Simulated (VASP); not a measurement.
# PbF2 (R3m) in VASP: a series of runs

PbF2 is run at these levels: PBE; tasks: single point.

Everything below comes from runs of VASP 6.6.1. Logs are shortened: lines on timing, memory, paths and dates and some standing lists are left out, and cuts for length are marked.

## 1. The cell of the first run

It takes space group R3m (No. 160, trigonal). Conventional cell: a = 4.200 Å, b = 4.200 Å, c = 10.288 Å, α = 90.00°, β = 90.00°, γ = 120.00°. Within 3.0 Å of Pb (site symmetry 3m) lie 8 F at 2.26 to 2.88 Å. Within 3.0 Å of F (site symmetry 3m) lie 4 Pb at 2.26 to 2.69 Å and 6 F at 2.97 Å. Within 3.3 Å of F (site symmetry 3m) lie 4 Pb at 2.49 to 2.88 Å and 6 F at 2.97 Å.

## 2. Single point, PBE

Input file INCAR:

```
ALGO = Normal ; EDIFF = 1E-7
ENCUT = 520 ; GGA = PE
ISIF = 2 ; ISMEAR = 0
LASPH = T ; LCHARG = T
LELF = T ; LREAL = F
LVHAR = T ; LWAVE = F
NBANDS = 21 ; NELM = 100
PREC = Accurate ; SIGMA = 0.05
```

Input file KPOINTS:

```
k-points
0
Gamma
  8 8 8
```

Input file POSCAR:

```
PbF2
1.0
    0.0000000000      2.9698500000      2.9698500000
    2.9698500000      0.0000000000      2.9698500000
    2.9698500000      2.9698500000      0.0000000000
Pb F
1 2
Direct
   -0.0911268039      0.0303756013      0.0303756013
    0.2500000000      0.2500000000      0.2500000000
    0.7500000000      0.7500000000      0.7500000000
```

Potentials or basis: VASP PAW PBE potentials, release 64 (Pb_d, F).

Launch:

```console
> cat potpaw_PBE.64/Pb_d/POTCAR potpaw_PBE.64/F/POTCAR > POTCAR
> mpirun -np 1 vasp_std > vasp.out
```

OUTCAR:

```text
EDIFF = 1E-7
   ENCUT = 520
   GGA = PE
   ISIF = 2
   ISMEAR = 0
   LASPH = T
   LREAL = F
   NELM = 100
   PREC = Accurate

 ion  position               nearest neighbor table
   1  0.909  0.030  0.030-   2 2.26   3 2.49   3 2.49   3 2.49   2 2.69   2 2.69   2 2.69   3 2.88

   2  0.250  0.250  0.250-   1 2.26   1 2.69   1 2.69   1 2.69
   3  0.750  0.750  0.750-   1 2.49   1 2.49   1 2.49   1 2.88

  LATTYP: Found a face centered cubic cell.
 ALAT       =     5.9397000000

  Lattice vectors:

 A1 = (   0.0000000000,   2.9698500000,   2.9698500000)
 A2 = (   2.9698500000,   0.0000000000,   2.9698500000)
 A3 = (   2.9698500000,   2.9698500000,   0.0000000000)

Analysis of symmetry for initial positions (statically):
=====================================================================
 Subroutine PRICEL returns:
 Original cell was already a primitive cell.

 Routine SETGRP: Setting up the symmetry group for a
 face centered cubic supercell.

 Subroutine GETGRP returns: Found  6 space group operations
 (whereof  6 operations were pure point group operations)
 out of a pool of 48 trial point group operations.

The static configuration has the point symmetry C_3v.

Analysis of symmetry for dynamics (positions and initial velocities):
=====================================================================
 Subroutine PRICEL returns:
 Original cell was already a primitive cell.

 Routine SETGRP: Setting up the symmetry group for a
 face centered cubic supercell.

 Subroutine GETGRP returns: Found  6 space group operations
 (whereof  6 operations were pure point group operations)
 out of a pool of 48 trial point group operations.

The dynamic configuration has the point symmetry C_3v.

 Subroutine INISYM returns: Found  6 space group operations
 (whereof  6 operations are pure point group operations),
 and found     1 'primitive' translations

----------------------------------------------------------------------------------------

                                     Primitive cell

  volume of cell :      52.3882

  direct lattice vectors                    reciprocal lattice vectors
     0.000000000  2.969850000  2.969850000    -0.168358671  0.168358671  0.168358671
     2.969850000  0.000000000  2.969850000     0.168358671 -0.168358671  0.168358671
     2.969850000  2.969850000  0.000000000     0.168358671  0.168358671 -0.168358671

  length of vectors
     4.200002148  4.200002148  4.200002148     0.291605773  0.291605773  0.291605773

  position of ions in fractional coordinates (direct lattice)
     0.908873196  0.030375601  0.030375601
     0.250000000  0.250000000  0.250000000
     0.750000000  0.750000000  0.750000000

  ion indices of the primitive-cell ions
   primitive index   ion index
                 1           1
                 2           2
                 3           3

----------------------------------------------------------------------------------------

 KPOINTS: k-points

Automatic generation of k-mesh.
 Grid dimensions read from file:
 generate k-points for:    8    8    8

 Generating k-lattice:

  Cartesian coordinates                     Fractional coordinates (reciprocal lattice)
    -0.021044834  0.021044834  0.021044834     0.125000000  0.000000000  0.000000000
     0.021044834 -0.021044834  0.021044834     0.000000000  0.125000000  0.000000000
     0.021044834  0.021044834 -0.021044834     0.000000000  0.000000000  0.125000000

  Length of vectors
     0.036450722  0.036450722  0.036450722

  Shift w.r.t. Gamma in fractional coordinates (k-lattice)
     0.000000000  0.000000000  0.000000000

 Subroutine IBZKPT returns following result:
 ===========================================

 Found     65 irreducible k-points:

 Following reciprocal coordinates:
            Coordinates               Weight
  0.000000  0.000000  0.000000      1.000000
  0.125000  0.000000  0.000000      2.000000
  0.000000  0.125000  0.000000      6.000000
  0.250000  0.000000  0.000000      2.000000
  0.000000  0.250000  0.000000      6.000000
  0.375000  0.000000  0.000000      2.000000
[... 16 lines left out ...]
 -0.250000  0.125000  0.000000      6.000000
  0.000000 -0.250000  0.125000     12.000000
 [... further k-points ...]
   k-points           NKPTS =     65   k-points in BZ     NKDIM =     65   number of bands    NBANDS=     21
   number of dos      NEDOS =    301   number of ions     NIONS =      3
   total plane-waves  NPLWV =  32768
   dimension x,y,z NGX =    32 NGY =   32 NGZ =   32
   dimension x,y,z NGXF=    64 NGYF=   64 NGZF=   64
   ions per type =               1   2
   NGX,Y,Z   is equivalent  to a cutoff of  12.67, 12.67, 12.67 a.u.
   NGXF,Y,Z  is equivalent  to a cutoff of  25.33, 25.33, 25.33 a.u.
 SYSTEM =  unknown system
   PREC   = accura    normal or accurate (medium, high low for compatibility)
   ISTART =      0    job   : 0-new  1-cont  2-samecut
   ICHARG =      2    charge: 1-file 2-atom 10-const
   ISPIN  =      1    spin polarized calculation?
   LNONCOLLINEAR =      F non collinear calculations
   LSORBIT =      F    spin-orbit coupling
   LASPH  =      T    aspherical Exc in radial PAW
   ENCUT  =  520.0 eV  38.22 Ry    6.18 a.u.   7.81  7.81  7.81*2*pi/ulx,y,z
   NELM   =    100;   NELMIN=  2; NELMDL= -5     # of ELM steps
   EDIFF  = 0.1E-06   stopping-criterion for ELM
   LREAL  =      F    real-space projection
   EDIFFG = 0.1E-05   stopping-criterion for IOM
   NSW    =      0    number of steps for IOM
   IBRION =     -1    ionic relax: 0-MD 1-quasi-New 2-CG
   NFREE  =      0    steps in history (QN), initial steepest desc. (CG)
   ISIF   =      2    stress and relaxation
   ISYM   =      2    0-nonsym 1-usesym 2-fastsym
   POTIM  = 0.5000    time-step for ionic-motion
   TEBEG  =    0.0;   TEEND  =   0.0 temperature during run
   PSTRESS=    0.0 pullay stress
   NELECT =      28.0000    total number of electrons
   NUPDOWN=      -1.0000    fix difference up-down
   EMIN   =  10.00;   EMAX   =-10.00  energy-range for DOS
   EFERMI =   0.00;   METHOD = LEGACY
   ISMEAR =     0;   SIGMA  =   0.05  broadening in eV -4-tet -1-fermi 0-gaus
   EFERMI_NEDOS =   21; number of points for ismear=-14 and -15
   IALGO  =     38    algorithm
   IMIX   =      4    mixing-type and parameters
     AMIX     =   0.40;   BMIX     =  1.00
     AMIX_MAG =   1.60;   BMIX_MAG =  1.00
  volume/ion in A,a.u.               =      17.46       117.84
  Fermi-wavevector in a.u.,A,eV,Ry     =   1.328566  2.510625 24.015460  1.765086
  Thomas-Fermi vector in A             =   2.457794
   LORBIT       =      0    0 simple, 1 ext, 2 COOP (PROOUT), +10 PAW based schemes
   GGA     = PE    functional components
   LHFCALC =     F    Hartree Fock is set to
   AEXX    =    0.0000 exact exchange contribution
   IVDW    =     0    specifies the selected vdW correction
   LEPSILON=     F    determine dielectric tensor
   LRPA    =     F    only Hartree local field effects (RPA)
 non-spin polarized calculation
 Gauss-broadening in eV      SIGMA  =   0.05
  energy-cutoff  :      520.00
  volume of cell :       52.39
 maximum number of plane-waves:      1424
   NGX = 15   NGY = 15   NGZ = 15

 number of electron      28.0000010 magnetization

 Free energy of the ion-electron system (eV)
  ---------------------------------------------------
  ext. energy  EPLUGINS =         0.00000000
  ---------------------------------------------------
  free energy    TOTEN  =       -14.23675428 eV

  energy without entropy =      -14.23675428  energy(sigma->0) =      -14.23675428

 E-fermi :   2.1572     XC(G=0):  -9.3591

 val. band max:        1.8842429612   @ k =  -0.2500   0.5000   0.2500
 cond. band min:       6.3484899882   @ k =   0.5000   0.5000   0.0000
 fundamental gap:      4.4642470270
 Fermi energy:         2.1572474125

 k-point     1 :       0.0000    0.0000    0.0000
  band No.  band energies     occupation
      1     -19.3864      2.00000
      2     -18.7938      2.00000
      3     -12.5714      2.00000
      4     -12.5714      2.00000
      5     -12.4968      2.00000
      6     -12.4968      2.00000
[... 13 lines left out ...]
     20      16.7778      0.00000
     21      18.4585      0.00000

 k-point     2 :       0.1250    0.0000    0.0000
  band No.  band energies     occupation
      1     -19.3572      2.00000
      2     -18.8184      2.00000
      3     -12.5677      2.00000
      4     -12.5677      2.00000
      5     -12.4938      2.00000
      6     -12.4938      2.00000
[... 13 lines left out ...]
     20      16.4200      0.00000
     21      18.2108      0.00000

 k-point     3 :       0.0000    0.1250    0.0000
  band No.  band energies     occupation
      1     -19.3584      2.00000
      2     -18.8172      2.00000
      3     -12.5686      2.00000
      4     -12.5628      2.00000
      5     -12.4987      2.00000
      6     -12.4975      2.00000
[... 13 lines left out ...]
     20      16.4553      0.00000
     21      18.3118      0.00000

 k-point     4 :       0.2500    0.0000    0.0000
  band No.  band energies     occupation
      1     -19.2817      2.00000
      2     -18.8804      2.00000
      3     -12.5629      2.00000
      4     -12.5629      2.00000
      5     -12.4823      2.00000
      6     -12.4823      2.00000
[... 13 lines left out ...]
     20      15.9073      0.00000
     21      17.4693      0.00000

 k-point     5 :       0.0000    0.2500    0.0000
  band No.  band energies     occupation
      1     -19.2858      2.00000
      2     -18.8764      2.00000
      3     -12.5487      2.00000
      4     -12.5440      2.00000
      5     -12.5012      2.00000
      6     -12.4930      2.00000
[... 13 lines left out ...]
     20      16.0224      0.00000
     21      17.3460      0.00000
[... 382 lines left out ...]
     20      16.3608      0.00000
     21      17.4740      0.00000

 k-point    22 :       0.1250    0.0000   -0.3750
  band No.  band energies     occupation
      1     -19.1596      2.00000
      2     -18.9807      2.00000
      3     -12.5229      2.00000
      4     -12.5155      2.00000
      5     -12.4991      2.00000
      6     -12.4541      2.00000
[... 13 lines left out ...]
     20      16.4114      0.00000
     21      17.4507      0.00000

 k-point    23 :      -0.2500    0.1250    0.0000
  band No.  band energies     occupation
      1     -19.2353      2.00000
      2     -18.9175      2.00000
      3     -12.5535      2.00000
      4     -12.5494      2.00000
      5     -12.4875      2.00000
      6     -12.4671      2.00000
[... 13 lines left out ...]
     20      16.3298      0.00000
     21      18.0532      0.00000

 k-point    24 :       0.0000   -0.2500    0.1250
  band No.  band energies     occupation
      1     -19.2410      2.00000
      2     -18.9120      2.00000
      3     -12.5480      2.00000
      4     -12.5154      2.00000
      5     -12.5006      2.00000
      6     -12.4891      2.00000
[... 13 lines left out ...]
     20      16.2567      0.00000
     21      17.9403      0.00000

 [... further k-points ...]
[... 5 lines left out ...]
  --------------------------------------------------------------------------------------
  -------------------------------------------------------------------------------------
  Total        1.4430315      1.4430315      1.4430315     -0.3961723      0.3961723     -0.3961723
  in kB       44.1319227     44.1319227     44.1319227    -12.1160522     12.1160522    -12.1160522
  external PRESSURE =      44.1319227 kB  Pullay stress =       0.0000000 kB

 VOLUME and BASIS-vectors are now :
 -----------------------------------------------------------------------------
  energy-cutoff  :      520.00
  volume of cell :       52.39
      direct lattice vectors                 reciprocal lattice vectors
     0.000000000  2.969850000  2.969850000    -0.168358671  0.168358671  0.168358671
     2.969850000  0.000000000  2.969850000     0.168358671 -0.168358671  0.168358671
     2.969850000  2.969850000  0.000000000     0.168358671  0.168358671 -0.168358671

 POSITION                                       TOTAL-FORCE (eV/Angst)
 -----------------------------------------------------------------------------------
      0.18042      2.78943      2.78943        -0.483902      0.483902      0.483902
      1.48493      1.48493      1.48493         0.402366     -0.402366     -0.402366
      4.45477      4.45477      4.45477         0.081535     -0.081535     -0.081535
 -----------------------------------------------------------------------------------
    total drift:                                0.000136     -0.000134     -0.000134

  FREE ENERGIE OF THE ION-ELECTRON SYSTEM (eV)
  ---------------------------------------------------
  free  energy   TOTEN  =       -14.2367542836 eV

  energy  without entropy=      -14.2367542836  energy(sigma->0) =      -14.23675428
```

It took 2 min on 1 thread of AMD EPYC 7R13, shared host; peak memory 0.19 GiB.

Results:

| Property | Result |
| --- | --- |
| Free energy | -14.2368 eV |
| Pressure | 4.4 GPa |
| Largest force | 0.838 eV/Å |
| Band gap on the k mesh | 4.46 eV, indirect (least direct gap 4.67 eV) |

Forces on the atoms (eV/Å):
```
Pb  -0.484  0.484  0.484
F    0.402 -0.402 -0.402
F    0.082 -0.082 -0.082
```

Stress tensor (GPa, compression positive):
```
 4.41 -1.21 -1.21
-1.21  4.41  1.21
-1.21  1.21  4.41
```

Levels at points of the mesh, in eV from the valence-band top:
```tsv
k point	band 10	band 11	band 12	band 13	band 14	band 15	band 16	band 17	band 18	band 19
(0.00, 0.00, 0.00)	-2.65	-2.65	-2.04	-2.04	-1.94	6.73	6.73	7.24	10.45	14.89
(0.50, 0.00, 0.00)	-2.80	-2.80	-2.28	-2.28	-0.11	5.14	7.62	7.62	12.95	13.64
(0.00, 0.50, 0.00)	-2.91	-2.84	-2.23	-2.14	-0.07	4.92	7.62	7.94	13.03	13.70
(0.50, 0.50, 0.00)	-3.50	-1.84	-1.72	-1.54	-0.20	4.46	7.72	7.88	9.16	13.94
```

Caveat: the cell differs from its parent crystal (all Pb atoms moved +0.312 Å, as atom 1 towards its neighbour atom 2 (F) at 2.572 Å); spin-orbit coupling is left out, which moves the levels of the heavy elements.

## 3. Single point, PBE

Input file INCAR:

```
PREC = Accurate
ENCUT = 520
EDIFF = 1E-6
ISMEAR = 0
SIGMA = 0.05
LREAL = False
LASPH = True
NELM = 80
ALGO = Normal
ISIF = 2
LWAVE = False
LCHARG = False
GGA = PE
NBANDS = 21
```

Input file KPOINTS:

```
Automatic mesh
0
Gamma
  8 8 8
```

Edit POSCAR of step 2 so:

```diff
@@ -8,3 +8,3 @@
 Direct
-   -0.0911268039      0.0303756013      0.0303756013
+   -0.0546760824      0.0182253608      0.0182253608
     0.2500000000      0.2500000000      0.2500000000
```

Potentials or basis: VASP PAW PBE potentials, release 64 (Pb_d, F).

Launch:

```console
> cat potpaw_PBE.64/Pb_d/POTCAR potpaw_PBE.64/F/POTCAR > POTCAR
> mpirun -np 1 vasp_std > vasp.out
```

OUTCAR:

```text
PREC = Accurate
   ENCUT = 520
   EDIFF = 1E-6
   ISMEAR = 0
   LREAL = False
   LASPH = True
   NELM = 80
   ISIF = 2
   GGA = PE

 ion  position               nearest neighbor table
   1  0.945  0.018  0.018-   2 2.38   3 2.52   3 2.52   3 2.52   2 2.64   2 2.64   2 2.64   3 2.76

   2  0.250  0.250  0.250-   1 2.38   1 2.64   1 2.64   1 2.64
   3  0.750  0.750  0.750-   1 2.52   1 2.52   1 2.52   1 2.76

  LATTYP: Found a face centered cubic cell.
 ALAT       =     5.9397000000

  Lattice vectors:

[... 194 lines left out ...]
      6     -12.5401      2.00000
[... 565 lines left out ...]
     20      16.3214      0.00000
     21      18.0702      0.00000

 [... further k-points ...]
[... 5 lines left out ...]
  --------------------------------------------------------------------------------------
  -------------------------------------------------------------------------------------
  Total        0.9193150      0.9193150      0.9193150     -0.1214029      0.1214029     -0.1214029
  in kB       28.1152127     28.1152127     28.1152127     -3.7128392      3.7128392     -3.7128392
  external PRESSURE =      28.1152127 kB  Pullay stress =       0.0000000 kB

 VOLUME and BASIS-vectors are now :
 -----------------------------------------------------------------------------
  energy-cutoff  :      520.00
  volume of cell :       52.39
      direct lattice vectors                 reciprocal lattice vectors
     0.000000000  2.969850000  2.969850000    -0.168358671  0.168358671  0.168358671
     2.969850000  0.000000000  2.969850000     0.168358671 -0.168358671  0.168358671
     2.969850000  2.969850000  0.000000000     0.168358671  0.168358671 -0.168358671

 POSITION                                       TOTAL-FORCE (eV/Angst)
 -----------------------------------------------------------------------------------
      0.10825      2.86160      2.86160        -0.209302      0.209302      0.209302
      1.48493      1.48493      1.48493         0.153082     -0.153082     -0.153082
      4.45477      4.45477      4.45477         0.056220     -0.056220     -0.056220
 -----------------------------------------------------------------------------------
    total drift:                                0.000596     -0.000596     -0.000596

  FREE ENERGIE OF THE ION-ELECTRON SYSTEM (eV)
  ---------------------------------------------------
  free  energy   TOTEN  =       -14.3086087045 eV

  energy  without entropy=      -14.3086087045  energy(sigma->0) =      -14.30860870
```

OSZICAR:

```text
N       E                     dE             d eps       ncg     rms          rms(c)
DAV:   1     0.301386540646E+03    0.30139E+03   -0.14391E+04  2746   0.156E+03
DAV:   2     0.112407729342E+02   -0.29015E+03   -0.27201E+03  2966   0.425E+02
DAV:   3    -0.154719049091E+02   -0.26713E+02   -0.26411E+02  3244   0.139E+02
DAV:   4    -0.162175194293E+02   -0.74561E+00   -0.74508E+00  3103   0.245E+01
DAV:   5    -0.162425980647E+02   -0.25079E-01   -0.25076E-01  3428   0.470E+00    0.800E+00
DAV:   6    -0.143150518055E+02    0.19275E+01   -0.86367E+00  3692   0.234E+01    0.264E+00
DAV:   7    -0.143137670082E+02    0.12848E-02   -0.45015E-01  2895   0.410E+00    0.156E+00
DAV:   8    -0.143108088925E+02    0.29581E-02   -0.10252E-01  2885   0.353E+00    0.544E-01
DAV:   9    -0.143074448306E+02    0.33641E-02   -0.19509E-02  3623   0.107E+00    0.104E-01
DAV:  10    -0.143086037608E+02   -0.11589E-02   -0.15423E-03  2775   0.325E-01    0.314E-02
DAV:  11    -0.143085985678E+02    0.51930E-05   -0.11837E-04  3203   0.906E-02    0.971E-03
DAV:  12    -0.143086093599E+02   -0.10792E-04   -0.26000E-05  2860   0.365E-02    0.792E-03
DAV:  13    -0.143086087045E+02    0.65541E-06   -0.41396E-06  3257   0.186E-02
   1 F= -.14308609E+02 E0= -.14308609E+02  d E =-.463132E-17
```

Wall time 92 s (1 thread of AMD EPYC 7R13, shared host); peak memory 0.18 GiB.

What came out:

```
Free energy            : -14.3086 eV
Pressure               : 2.8 GPa
Largest force          : 0.363 eV/Å
Band gap on the k mesh : 4.44 eV, indirect (least direct gap 4.60 eV)
```

Forces on the atoms (eV/Å):
```
Pb  -0.209  0.209  0.209
F    0.153 -0.153 -0.153
F    0.056 -0.056 -0.056
```

Stress tensor (GPa, compression positive):
```
 2.81 -0.37 -0.37
-0.37  2.81  0.37
-0.37  0.37  2.81
```

Caveat: the cell differs from its parent crystal (all Pb atoms moved +0.188 Å, as atom 1 towards its neighbour atom 2 (F) at 2.572 Å); spin-orbit coupling is left out, which moves the levels of the heavy elements. A k mesh can miss the band edges.
